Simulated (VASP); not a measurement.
# TiTc (Pm-3m) in VASP: a series of runs

Runs on TiTc. Level: LDA. Tasks: single point.

Everything below comes from runs of VASP 6.6.1. Logs are shortened: lines on timing, memory, paths and dates and some standing lists are left out, and cuts for length are marked.

## 1. The cell of the first run

It takes space group Pm-3m (No. 221, cubic). Conventional cell: a = 3.151 Å, b = 3.151 Å, c = 3.151 Å, α = 90.00°, β = 90.00°, γ = 90.00°. Ti (site symmetry m-3m) has 8 Tc at 2.73 Å and 6 Ti at 3.15 Å within 3.6 Å. Within 3.6 Å of Tc (site symmetry m-3m) lie 8 Ti at 2.73 Å and 6 Tc at 3.15 Å.

## 2. Single point, LDA

The input, INCAR:

```
SYSTEM = TiTc
  PREC = Accurate
  ENCUT = 500
  EDIFF = 1E-6
  ISMEAR = 0
  SIGMA = 0.1
  LREAL = .FALSE.
  LASPH = .TRUE.
  NELM = 120
  ALGO = Normal
  ISIF = 2
  LWAVE = .FALSE.
  LCHARG = .TRUE.
  LELF = .TRUE.
  LVHAR = .TRUE.
  NBANDS = 20
  GGA_COMPAT = .FALSE.
```

The input, KPOINTS:

```
Automatic mesh
0
G
  7 7 7
  0 0 0
```

The input, POSCAR:

```
TiTc
1.0
    3.1509257459      0.0000000000      0.0000000000
    0.0000000000      3.1509257459      0.0000000000
    0.0000000000      0.0000000000      3.1509257459
Ti Tc
1 1
Direct
    0.5000000000      0.5000000000      0.5000000000
    0.0000000000      0.0000000000      0.0000000000
```

Potentials or basis: VASP PAW LDA potentials, release 64 (Ti_sv, Tc_pv).

Run with:

```console
$ cat potpaw_LDA.64/Ti_sv/POTCAR potpaw_LDA.64/Tc_pv/POTCAR > POTCAR
$ mpirun -np 1 vasp_std > vasp.out
```

OUTCAR:

```text
SYSTEM = TiTc
   PREC = Accurate
   ENCUT = 500
   EDIFF = 1E-6
   ISMEAR = 0
   LREAL = .FALSE.
   LASPH = .TRUE.
   NELM = 120
   ISIF = 2

 ion  position               nearest neighbor table
   1  0.500  0.500  0.500-   2 2.73   2 2.73   2 2.73   2 2.73   2 2.73   2 2.73   2 2.73   2 2.73

   2  0.000  0.000  0.000-   1 2.73   1 2.73   1 2.73   1 2.73   1 2.73   1 2.73   1 2.73   1 2.73

  LATTYP: Found a simple cubic cell.
 ALAT       =     3.1509257459

  Lattice vectors:

 A1 = (   3.1509257459,   0.0000000000,   0.0000000000)
 A2 = (   0.0000000000,   3.1509257459,   0.0000000000)
 A3 = (   0.0000000000,   0.0000000000,   3.1509257459)

Analysis of symmetry for initial positions (statically):
=====================================================================
 Subroutine PRICEL returns:
 Original cell was already a primitive cell.

 Routine SETGRP: Setting up the symmetry group for a
 simple cubic supercell.

 Subroutine GETGRP returns: Found 48 space group operations
 (whereof 48 operations were pure point group operations)
 out of a pool of 48 trial point group operations.

The static configuration has the point symmetry O_h .

Analysis of symmetry for dynamics (positions and initial velocities):
=====================================================================
 Subroutine PRICEL returns:
 Original cell was already a primitive cell.

 Routine SETGRP: Setting up the symmetry group for a
 simple cubic supercell.

 Subroutine GETGRP returns: Found 48 space group operations
 (whereof 48 operations were pure point group operations)
 out of a pool of 48 trial point group operations.

The dynamic configuration has the point symmetry O_h .

 Subroutine INISYM returns: Found 48 space group operations
 (whereof 48 operations are pure point group operations),
 and found     1 'primitive' translations

----------------------------------------------------------------------------------------

                                     Primitive cell

  volume of cell :      31.2834

  direct lattice vectors                    reciprocal lattice vectors
     3.150925746  0.000000000  0.000000000     0.317367047  0.000000000  0.000000000
     0.000000000  3.150925746  0.000000000     0.000000000  0.317367047  0.000000000
     0.000000000  0.000000000  3.150925746     0.000000000  0.000000000  0.317367047

  length of vectors
     3.150925746  3.150925746  3.150925746     0.317367047  0.317367047  0.317367047

  position of ions in fractional coordinates (direct lattice)
     0.500000000  0.500000000  0.500000000
     0.000000000  0.000000000  0.000000000

  ion indices of the primitive-cell ions
   primitive index   ion index
                 1           1
                 2           2

----------------------------------------------------------------------------------------

 KPOINTS: Automatic mesh

Automatic generation of k-mesh.
 Grid dimensions read from file:
 generate k-points for:    7    7    7

 Generating k-lattice:

  Cartesian coordinates                     Fractional coordinates (reciprocal lattice)
     0.045338150  0.000000000  0.000000000     0.142857143  0.000000000  0.000000000
     0.000000000  0.045338150  0.000000000     0.000000000  0.142857143  0.000000000
     0.000000000  0.000000000  0.045338150     0.000000000  0.000000000  0.142857143

  Length of vectors
     0.045338150  0.045338150  0.045338150

  Shift w.r.t. Gamma in fractional coordinates (k-lattice)
     0.000000000  0.000000000  0.000000000

 Subroutine IBZKPT returns following result:
 ===========================================

 Found     20 irreducible k-points:

 Following reciprocal coordinates:
            Coordinates               Weight
  0.000000  0.000000  0.000000      1.000000
  0.142857  0.000000  0.000000      6.000000
  0.285714  0.000000  0.000000      6.000000
  0.428571  0.000000  0.000000      6.000000
  0.142857  0.142857  0.000000     12.000000
  0.285714  0.142857  0.000000     24.000000
[... 12 lines left out ...]
  0.428571  0.428571  0.285714     24.000000
  0.428571  0.428571  0.428571      8.000000
   k-points           NKPTS =     20   k-points in BZ     NKDIM =     20   number of bands    NBANDS=     20
   number of dos      NEDOS =    301   number of ions     NIONS =      2
   total plane-waves  NPLWV =  13824
   dimension x,y,z NGX =    24 NGY =   24 NGZ =   24
   dimension x,y,z NGXF=    48 NGYF=   48 NGZF=   48
   ions per type =               1   1
   NGX,Y,Z   is equivalent  to a cutoff of  12.66, 12.66, 12.66 a.u.
   NGXF,Y,Z  is equivalent  to a cutoff of  25.33, 25.33, 25.33 a.u.
 SYSTEM =  TiTc
   PREC   = accura    normal or accurate (medium, high low for compatibility)
   ISTART =      0    job   : 0-new  1-cont  2-samecut
   ICHARG =      2    charge: 1-file 2-atom 10-const
   ISPIN  =      1    spin polarized calculation?
   LNONCOLLINEAR =      F non collinear calculations
   LSORBIT =      F    spin-orbit coupling
   LASPH  =      T    aspherical Exc in radial PAW
   ENCUT  =  500.0 eV  36.75 Ry    6.06 a.u.   5.74  5.74  5.74*2*pi/ulx,y,z
   NELM   =    120;   NELMIN=  2; NELMDL= -5     # of ELM steps
   EDIFF  = 0.1E-05   stopping-criterion for ELM
   LREAL  =      F    real-space projection
   EDIFFG = 0.1E-04   stopping-criterion for IOM
   NSW    =      0    number of steps for IOM
   IBRION =     -1    ionic relax: 0-MD 1-quasi-New 2-CG
   NFREE  =      0    steps in history (QN), initial steepest desc. (CG)
   ISIF   =      2    stress and relaxation
   ISYM   =      2    0-nonsym 1-usesym 2-fastsym
   POTIM  = 0.5000    time-step for ionic-motion
   TEBEG  =    0.0;   TEEND  =   0.0 temperature during run
   PSTRESS=    0.0 pullay stress
   NELECT =      25.0000    total number of electrons
   NUPDOWN=      -1.0000    fix difference up-down
   EMIN   =  10.00;   EMAX   =-10.00  energy-range for DOS
   EFERMI =   0.00;   METHOD = LEGACY
   ISMEAR =     0;   SIGMA  =   0.10  broadening in eV -4-tet -1-fermi 0-gaus
   EFERMI_NEDOS =   21; number of points for ismear=-14 and -15
   IALGO  =     38    algorithm
   IMIX   =      4    mixing-type and parameters
     AMIX     =   0.40;   BMIX     =  1.00
     AMIX_MAG =   1.60;   BMIX_MAG =  1.00
  volume/ion in A,a.u.               =      15.64       105.56
  Fermi-wavevector in a.u.,A,eV,Ry     =   1.519206  2.870883 31.402067  2.307987
  Thomas-Fermi vector in A             =   2.628223
   LORBIT       =      0    0 simple, 1 ext, 2 COOP (PROOUT), +10 PAW based schemes
   GGA     = CA    functional components
   LHFCALC =     F    Hartree Fock is set to
   AEXX    =    0.0000 exact exchange contribution
   IVDW    =     0    specifies the selected vdW correction
   LEPSILON=     F    determine dielectric tensor
   LRPA    =     F    only Hartree local field effects (RPA)
 non-spin polarized calculation
 Gauss-broadening in eV      SIGMA  =   0.10
  energy-cutoff  :      500.00
  volume of cell :       31.28
 maximum number of plane-waves:       808
 NGX is ok and might be reduce to    24
   NGX = 11   NGY = 11   NGZ = 11

 number of electron      24.9999992 magnetization

 Free energy of the ion-electron system (eV)
  ---------------------------------------------------
  ext. energy  EPLUGINS =         0.00000000
  ---------------------------------------------------
  free energy    TOTEN  =       -21.09248460 eV

  energy without entropy =      -21.08013569  energy(sigma->0) =      -21.08631015

 E-fermi :   9.6958     XC(G=0): -12.9081

 val. band max:        9.6948270288   @ k =   0.1429   0.0000   0.0000
 cond. band min:       9.8176982524   @ k =   0.4286   0.2857   0.0000
 fundamental gap:      0.1228712237
 Fermi energy:         9.6958095861

 k-point     1 :       0.0000    0.0000    0.0000
  band No.  band energies     occupation
      1     -45.9247      2.00000
      2     -28.1643      2.00000
      3     -28.1643      2.00000
      4     -28.1643      2.00000
      5     -22.4509      2.00000
      6     -22.4509      2.00000
[... 12 lines left out ...]
     19      19.2207      0.00000
     20      19.2207      0.00000

 k-point     2 :       0.1429    0.0000    0.0000
  band No.  band energies     occupation
      1     -45.9220      2.00000
      2     -28.1932      2.00000
      3     -28.1588      2.00000
      4     -28.1588      2.00000
      5     -22.4907      2.00000
      6     -22.4531      2.00000
[... 12 lines left out ...]
     19      17.9527      0.00000
     20      20.3659      0.00000

 k-point     3 :       0.2857    0.0000    0.0000
  band No.  band energies     occupation
      1     -45.9161      2.00000
      2     -28.2579      2.00000
      3     -28.1468      2.00000
      4     -28.1468      2.00000
      5     -22.5794      2.00000
      6     -22.4583      2.00000
[... 12 lines left out ...]
     19      15.6634      0.00000
     20      22.8245      0.00000

 k-point     4 :       0.4286    0.0000    0.0000
  band No.  band energies     occupation
      1     -45.9113      2.00000
      2     -28.3091      2.00000
      3     -28.1371      2.00000
      4     -28.1371      2.00000
      5     -22.6496      2.00000
      6     -22.4624      2.00000
[... 12 lines left out ...]
     19      14.0111      0.00000
     20      25.5660      0.00000

 k-point     5 :       0.1429    0.1429    0.0000
  band No.  band energies     occupation
      1     -45.9192      2.00000
      2     -28.1963      2.00000
      3     -28.1828      2.00000
      4     -28.1539      2.00000
      5     -22.5024      2.00000
      6     -22.4772      2.00000
[... 12 lines left out ...]
     19      18.4676      0.00000
     20      19.4613      0.00000

 k-point     6 :       0.2857    0.1429    0.0000
  band No.  band energies     occupation
      1     -45.9129      2.00000
      2     -28.2588      2.00000
      3     -28.1804      2.00000
      4     -28.1428      2.00000
      5     -22.5742      2.00000
      6     -22.4851      2.00000
[... 12 lines left out ...]
     19      16.2720      0.00000
     20      21.1723      0.00000

 k-point     7 :       0.4286    0.1429    0.0000
  band No.  band energies     occupation
      1     -45.9078      2.00000
      2     -28.3122      2.00000
      3     -28.1747      2.00000
      4     -28.1339      2.00000
      5     -22.6363      2.00000
      6     -22.4863      2.00000
[... 12 lines left out ...]
     19      14.2107      0.00000
     20      23.0928      0.00000
[... 185 lines left out ...]
 k-point    16 :       0.4286    0.4286    0.1429
  band No.  band energies     occupation
      1     -45.8907      2.00000
      2     -28.3184      2.00000
      3     -28.3156      2.00000
      4     -28.1538      2.00000
      5     -22.5911      2.00000
      6     -22.5856      2.00000
[... 12 lines left out ...]
     19      15.5693      0.00000
     20      19.7115      0.00000

 k-point    17 :       0.2857    0.2857    0.2857
  band No.  band energies     occupation
      1     -45.8953      2.00000
      2     -28.2463      2.00000
      3     -28.2450      2.00000
      4     -28.2450      2.00000
      5     -22.5509      2.00000
      6     -22.5509      2.00000
[... 12 lines left out ...]
     19      19.2766      0.00000
     20      19.2766      0.00000

 k-point    18 :       0.4286    0.2857    0.2857
  band No.  band energies     occupation
      1     -45.8895      2.00000
      2     -28.3063      2.00000
      3     -28.2450      2.00000
      4     -28.2317      2.00000
      5     -22.6026      2.00000
      6     -22.5601      2.00000
[... 12 lines left out ...]
     19      17.0371      0.00000
     20      20.7539      0.00000

 k-point    19 :       0.4286    0.4286    0.2857
  band No.  band energies     occupation
      1     -45.8836      2.00000
      2     -28.2996      2.00000
      3     -28.2993      2.00000
      4     -28.2268      2.00000
      5     -22.6021      2.00000
      6     -22.6013      2.00000
[... 12 lines left out ...]
     19      17.5255      0.00000
     20      19.5700      0.00000

 k-point    20 :       0.4286    0.4286    0.4286
  band No.  band energies     occupation
      1     -45.8778      2.00000
      2     -28.2877      2.00000
      3     -28.2839      2.00000
      4     -28.2839      2.00000
      5     -22.6140      2.00000
      6     -22.6140      2.00000
[... 12 lines left out ...]
     19      19.5575      0.00000
     20      19.5585      0.00000

------------------------ aborting loop because EDIFF is reached ----------------------------------------

  FORCE on cell =-STRESS in cart. coord.  units (eV):
  Direction    XX          YY          ZZ          XY          YZ          ZX
  --------------------------------------------------------------------------------------
  -------------------------------------------------------------------------------------
  Total       -3.8421598     -3.8421598     -3.8421598     -0.0000000      0.0000000      0.0000000
  in kB     -196.7757149   -196.7757149   -196.7757149     -0.0000000      0.0000000      0.0000000
  external PRESSURE =    -196.7757149 kB  Pullay stress =       0.0000000 kB

 VOLUME and BASIS-vectors are now :
 -----------------------------------------------------------------------------
  energy-cutoff  :      500.00
  volume of cell :       31.28
      direct lattice vectors                 reciprocal lattice vectors
     3.150925746  0.000000000  0.000000000     0.317367047  0.000000000  0.000000000
     0.000000000  3.150925746  0.000000000     0.000000000  0.317367047  0.000000000
     0.000000000  0.000000000  3.150925746     0.000000000  0.000000000  0.317367047

 POSITION                                       TOTAL-FORCE (eV/Angst)
 -----------------------------------------------------------------------------------
      1.57546      1.57546      1.57546         0.000000      0.000000      0.000000
      0.00000      0.00000      0.00000         0.000000      0.000000      0.000000
 -----------------------------------------------------------------------------------
    total drift:                                0.000000      0.000000     -0.000000

  FREE ENERGIE OF THE ION-ELECTRON SYSTEM (eV)
  ---------------------------------------------------
  free  energy   TOTEN  =       -21.0924846017 eV

  energy  without entropy=      -21.0801356902  energy(sigma->0) =      -21.08631015
```

Wall time 15 s (1 thread of Intel Xeon 8259CL, shared host); peak memory 0.13 GiB.

Results:

| Property | Result |
| --- | --- |
| Free energy | -21.0925 eV |
| Pressure | -19.7 GPa |

## 3. Single point, LDA

This run uses another cell than the first one, of 16.09 Å³/atom, 1.029 times its volume.

The input, INCAR:

```
SYSTEM = TiTc
PREC = Accurate ; ENCUT = 500
EDIFF = 1E-6 ; ISMEAR = 0
SIGMA = 0.1 ; LREAL = .False.
LASPH = .True. ; NELM = 120
ALGO = Normal ; ISIF = 2
LWAVE = .False. ; LCHARG = .True.
LELF = .True. ; LVHAR = .True.
NBANDS = 20 ; GGA_COMPAT = .False.
```

The input, KPOINTS:

```
regular mesh
0
Gamma
  7 7 7
  0 0 0
```

The input, POSCAR:

```
TiTc
1.0
    3.1809363687      0.0000000000      0.0000000000
    0.0000000000      3.1809363687      0.0000000000
    0.0000000000      0.0000000000      3.1809363687
Ti Tc
1 1
Direct
    0.5000000000      0.5000000000      0.5000000000
    0.0000000000      0.0000000000      0.0000000000
```

Potentials or basis: VASP PAW LDA potentials, release 64 (Ti_sv, Tc_pv).

Run with:

```console
$ cat potpaw_LDA.64/Ti_sv/POTCAR potpaw_LDA.64/Tc_pv/POTCAR > POTCAR
$ mpirun -np 1 vasp_std > vasp.out
```

Run time: 15 s. Hardware: 1 thread of Intel Xeon 8259CL, shared host; peak memory 0.13 GiB.

Results (log left out):

```
Free energy : -20.9715 eV
Pressure    : -23.6 GPa
```

Levels at points of the mesh, in eV from the Fermi level:
```csv
k point,band 10,band 11,band 12,band 13,band 14,band 15,band 16,band 17
"(0.00, 0.00, 0.00)",-3.49,-0.13,-0.13,-0.13,2.40,2.40,3.95,3.95
```
